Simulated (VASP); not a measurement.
# Si4Sn (P6/mmm) in VASP: notebook, part 2 of 2

VASP 6.6.1. The steps go on from the part before.

## Step 3: Single point, PBE

This run uses another cell than the first one, of 23.28 Å³/atom.

Contents of INCAR:

```
ALGO = Normal ; EDIFF = 1E-6
ENCUT = 520 ; GGA = PE
ISIF = 2 ; ISMEAR = 0
LASPH = T ; LCHARG = F
LREAL = F ; LWAVE = F
NBANDS = 23 ; NELM = 100
PREC = Accurate ; SIGMA = 0.1
```

Contents of KPOINTS:

```
k-points
0
Gamma
  6 6 4
```

Contents of POSCAR:

```
Si4Sn
1.0
    4.0227311449      0.0000000000      0.0000000000
   -2.0113655725      3.4837873641      0.0000000000
    0.0000000000      0.0000000000      8.3041899135
Si Sn
4 1
Direct
    0.0000000000      0.0000000000      0.3389707954
    0.0000000000      0.0000000000      0.6610292046
    0.3333333333      0.6666666667      0.5000000000
    0.6666666667      0.3333333333      0.5000000000
    0.0000000000      0.0000000000      0.0000000000
```

Potentials or basis: VASP PAW PBE potentials, release 64 (Si, Sn_d).

Command:

```bash
cat potpaw_PBE.64/Si/POTCAR potpaw_PBE.64/Sn_d/POTCAR > POTCAR
mpirun -np 1 vasp_std > vasp.out
```

OUTCAR:

```text
EDIFF = 1E-6
   ENCUT = 520
   GGA = PE
   ISIF = 2
   ISMEAR = 0
   LASPH = T
   LREAL = F
   NELM = 100
   PREC = Accurate

 ion  position               nearest neighbor table
   1  0.000  0.000  0.339-   2 2.67   3 2.68   4 2.68   4 2.68   3 2.68   4 2.68   3 2.68   5 2.81

   2  0.000  0.000  0.661-   1 2.67   3 2.68   4 2.68   4 2.68   3 2.68   4 2.68   3 2.68   5 2.81

   3  0.333  0.667  0.500-   4 2.32   4 2.32   4 2.32   1 2.68   2 2.68   2 2.68   1 2.68   2 2.68
                             1 2.68
   4  0.667  0.333  0.500-   3 2.32   3 2.32   3 2.32   1 2.68   2 2.68   1 2.68   2 2.68   1 2.68
                             2 2.68
   5  0.000  0.000  0.000-   1 2.81   2 2.81

  LATTYP: Found a hexagonal cell.
 ALAT       =     4.0227311449
 C/A-ratio  =     2.0643164095

  Lattice vectors:

 A1 = (   4.0227311449,   0.0000000000,   0.0000000000)
 A2 = (  -2.0113655725,   3.4837873641,   0.0000000000)
 A3 = (   0.0000000000,   0.0000000000,   8.3041899135)

Analysis of symmetry for initial positions (statically):
=====================================================================
 Subroutine PRICEL returns:
 Original cell was already a primitive cell.

 Routine SETGRP: Setting up the symmetry group for a
 hexagonal supercell.

 Subroutine GETGRP returns: Found 24 space group operations
 (whereof 24 operations were pure point group operations)
 out of a pool of 24 trial point group operations.

The static configuration has the point symmetry D_6h.

Analysis of symmetry for dynamics (positions and initial velocities):
=====================================================================
 Subroutine PRICEL returns:
 Original cell was already a primitive cell.

 Routine SETGRP: Setting up the symmetry group for a
 hexagonal supercell.

 Subroutine GETGRP returns: Found 24 space group operations
[... 122 lines left out ...]
   IALGO  =     38    algorithm
   IMIX   =      4    mixing-type and parameters
     AMIX     =   0.40;   BMIX     =  1.00
     AMIX_MAG =   1.60;   BMIX_MAG =  1.00
  volume/ion in A,a.u.               =      23.28       157.07
  Fermi-wavevector in a.u.,A,eV,Ry     =   1.041898  1.968902 14.769829  1.085552
  Thomas-Fermi vector in A             =   2.176539
   LORBIT       =      0    0 simple, 1 ext, 2 COOP (PROOUT), +10 PAW based schemes
   GGA     = PE    functional components
   LHFCALC =     F    Hartree Fock is set to
   AEXX    =    0.0000 exact exchange contribution
   IVDW    =     0    specifies the selected vdW correction
   LEPSILON=     F    determine dielectric tensor
   LRPA    =     F    only Hartree local field effects (RPA)
 non-spin polarized calculation
 Gauss-broadening in eV      SIGMA  =   0.10
  energy-cutoff  :      520.00
  volume of cell :      116.38
 maximum number of plane-waves:      3169
 NGX is ok and might be reduce to    30
   NGX = 15   NGY = 15   NGZ = 31

 number of electron      29.9999991 magnetization

 Free energy of the ion-electron system (eV)
  ---------------------------------------------------
  ext. energy  EPLUGINS =         0.00000000
  ---------------------------------------------------
  free energy    TOTEN  =       -22.21164681 eV

  energy without entropy =      -22.20373369  energy(sigma->0) =      -22.20769025

 E-fermi :   5.7792     XC(G=0):  -9.2357

 val. band max:        5.7354840072   @ k =   0.5000   0.0000   0.0000
 cond. band min:       5.7830133879   @ k =   0.3333  -0.0000   0.5000
 fundamental gap:      0.0475293808
 Fermi energy:         5.7791705698

 k-point     1 :       0.0000    0.0000    0.0000
  band No.  band energies     occupation
      1     -15.6937      2.00000
      2     -15.6937      2.00000
      3     -15.6678      2.00000
      4     -15.6405      2.00000
      5     -15.6405      2.00000
      6      -8.2013      2.00000
[... 535 lines left out ...]
     22      10.4711      0.00000
     23      11.4419      0.00000

------------------------ aborting loop because EDIFF is reached ----------------------------------------

  FORCE on cell =-STRESS in cart. coord.  units (eV):
  Direction    XX          YY          ZZ          XY          YZ          ZX
  --------------------------------------------------------------------------------------
  -------------------------------------------------------------------------------------
  Total       -0.0290760     -0.0290760     -0.2224090      0.0000000     -0.0000000      0.0000000
  in kB       -0.4002906     -0.4002906     -3.0619140      0.0000000     -0.0000000      0.0000000
  external PRESSURE =      -1.2874984 kB  Pullay stress =       0.0000000 kB

 VOLUME and BASIS-vectors are now :
 -----------------------------------------------------------------------------
  energy-cutoff  :      520.00
  volume of cell :      116.38
      direct lattice vectors                 reciprocal lattice vectors
     4.022731145  0.000000000  0.000000000     0.248587331  0.143521963  0.000000000
    -2.011365572  3.483787364  0.000000000     0.000000000  0.287043925  0.000000000
     0.000000000  0.000000000  8.304189914     0.000000000  0.000000000  0.120421138

 POSITION                                       TOTAL-FORCE (eV/Angst)
 -----------------------------------------------------------------------------------
      0.00000      0.00000      2.81488         0.000000     -0.000000     -0.021179
      0.00000      0.00000      5.48931        -0.000000      0.000000      0.021179
     -0.00000      2.32252      4.15209         0.000000      0.000000      0.000000
      2.01137      1.16126      4.15209        -0.000000     -0.000000      0.000000
      0.00000      0.00000      0.00000         0.000000     -0.000000      0.000000
 -----------------------------------------------------------------------------------
    total drift:                                0.000000     -0.000000      0.000000

  FREE ENERGIE OF THE ION-ELECTRON SYSTEM (eV)
  ---------------------------------------------------
  free  energy   TOTEN  =       -22.2116468101 eV

  energy  without entropy=      -22.2037336860  energy(sigma->0) =      -22.20769025
```

Wall time 66 s (1 thread of Intel Xeon 8259CL, shared host); peak memory 0.25 GiB.

What came out:

```yaml
Free_energy: -22.2116 eV
Pressure: -0.1 GPa
Largest_force: 0.021 eV/Å
Band_gap_on_the_k_mesh: zero (bands 15 and 16 overlap by 1.15 eV)
```

Forces in eV/Å, atoms in the order of the input:
```
Si   0.000  0.000 -0.021
Si   0.000  0.000  0.021
Si   0.000  0.000  0.000
Si   0.000  0.000  0.000
Sn   0.000  0.000  0.000
```

Caveat: spin-orbit coupling is left out, which moves the levels of the heavy elements.

## Step 4: Single point, PBE

This run uses another cell than the first one, of 23.17 Å³/atom.

Contents of INCAR:

```
SYSTEM = Si4Sn
ALGO = Normal
EDIFF = 1E-6
ENCUT = 520
GGA = PE
ISIF = 2
ISMEAR = 0
LASPH = .True.
LCHARG = .True.
LELF = .True.
LREAL = .False.
LVHAR = .True.
LWAVE = .False.
NBANDS = 23
NELM = 80
PREC = Accurate
SIGMA = 0.1
```

Contents of KPOINTS:

```
k-points
0
Gamma
  12 12 6
  0 0 0
```

Contents of POSCAR:

```
Si4Sn
1.0
    4.0416084530      0.0000000000      0.0000000000
   -2.0208042265      3.5001355924      0.0000000000
    0.0000000000      0.0000000000      8.1900933656
Si Sn
4 1
Direct
    0.0000000000      0.0000000000      0.3375695153
    0.0000000000      0.0000000000      0.6624304847
    0.3333333333      0.6666666667      0.5000000000
    0.6666666667      0.3333333333      0.5000000000
    0.0000000000      0.0000000000      0.0000000000
```

Command:

```bash
cat potpaw_PBE.64/Si/POTCAR potpaw_PBE.64/Sn_d/POTCAR > POTCAR
mpirun -np 1 vasp_std > vasp.out
```

It took 4.1 min on 1 thread of Intel Xeon 8259CL, shared host; peak memory 0.34 GiB.

The run converged. Its results:

| Item | Value |
| --- | --- |
| Free energy | -22.0181 eV |
| Pressure | -0.1 GPa |
| Band gap on the k mesh | zero (bands 15 and 16 overlap by 1.04 eV) |

Forces in eV/Å, atoms in the order of the input:
```
Si   0.000  0.000  0.003
Si   0.000  0.000 -0.003
Si   0.000  0.000  0.000
Si   0.000  0.000  0.000
Sn   0.000  0.000  0.000
```

Levels at points of the mesh, in eV from the Fermi level:
| k point | band 13 | band 14 | band 15 | band 16 | band 17 | band 18 |
| --- | --- | --- | --- | --- | --- | --- |
| (0.00, 0.00, 0.00) | -2.80 | -2.30 | -0.86 | -0.49 | 1.46 | 1.46 |
| (0.50, 0.00, 0.00) | -2.00 | -0.89 | -0.48 | -0.01 | 1.58 | 1.64 |
| (0.00, 0.00, 0.50) | -2.78 | -1.52 | -0.49 | 1.02 | 1.16 | 1.16 |
| (0.50, 0.00, 0.50) | -3.39 | -1.34 | -0.26 | 0.80 | 0.91 | 2.56 |

Caveat: spin-orbit coupling is left out, which moves the levels of the heavy elements.

## Step 5: Summary

| cell | k mesh | gap on the mesh (eV) | pressure (GPa) | largest force (eV/Å) |
| --- | --- | --- | --- | --- |
| a = 4.505, b = 4.505, c = 5.788 Å, angles 90.0, 90.0, 120.0°, 5 atoms, atomic positions A | 6 × 6 × 4 | none | 38.1 | 9.81 |
| a = 4.023, b = 4.023, c = 8.304 Å, angles 90.0, 90.0, 120.0°, 5 atoms, atomic positions B | 6 × 6 × 4 | none | -0.1 | 0.02 |
| a = 4.042, b = 4.042, c = 8.190 Å, angles 90.0, 90.0, 120.0°, 5 atoms, atomic positions B | 12 × 12 × 6 | none | -0.1 | - |

Alike in all rows: task single point; level PBE; potentials or basis VASP PAW PBE potentials, release 64 (Si, Sn_d); no spin polarisation; cutoff (eV) 520; smearing gaussian 0.1 eV.

Caveats: spin-orbit coupling is left out, which moves the levels of the heavy elements; the cell stands under pressure (at least some runs); forces of over 1 eV/Å act on the atoms, so gaps and moduli don't describe the material at rest (at least some runs).

Total energies depend on the potentials used, so only differences within one code and one set of settings carry meaning.
